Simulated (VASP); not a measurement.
Set up this calculation in VASP 6.6.1, as the native input.

| Item | Value |
| --- | --- |
| Task | single point |
| Functional | PBE |
| Potentials or basis | VASP PAW PBE potentials, release 64 (Ta_pv) |
| Cutoff | 520 eV |
| k mesh | 11 × 11 × 5 |
| Occupations | fermi-dirac, width 0.05 eV |
| Spin | no spin polarisation |
| Dipole correction | no |
| Further INCAR settings | ALGO = Fast; EDIFF = 1e-07; NBANDS = 18 |

The structure of Ta lies in POSCAR:

```
Ta
1.0
    2.9572565550      0.0000000000      0.0000000000
   -1.4786282775      2.5610593022      0.0000000000
    0.0000000000      0.0000000000      5.2675992145
Ta
2
Direct
    0.3333333333      0.6666666667      0.2500000000
    0.6666666667      0.3333333333      0.7500000000
```

The input as run:

INCAR

```
SYSTEM = Ta
ALGO = Fast
EDIFF = 1E-7
ENCUT = 520
GGA = PE
ISIF = 2
ISMEAR = -1
LASPH = .TRUE.
LCHARG = .FALSE.
LREAL = .FALSE.
LWAVE = .FALSE.
NBANDS = 18
NELM = 60
PREC = Accurate
SIGMA = 0.05
```

KPOINTS

```
k-points
0
G
  11 11 5
  0 0 0
```

Potentials or basis: VASP PAW PBE potentials, release 64 (Ta_pv).

Command:

```console
$ cat potpaw_PBE.64/Ta_pv/POTCAR > POTCAR
$ mpirun -np 1 vasp_std > vasp.out
```

It gave:

```
Pressure               : -10.6 GPa
Band gap on the k mesh : zero (band 11 reaches 5.88 eV, above the bottom of band 12 at 4.55 eV)
```

Caveat: spin-orbit coupling is left out, which moves the levels of the heavy elements.

Run time: 16 s on 1 thread of Intel(R) Xeon(R) 6975P-C (Granite Rapids), on a shared host, peak memory 0.17 GiB.
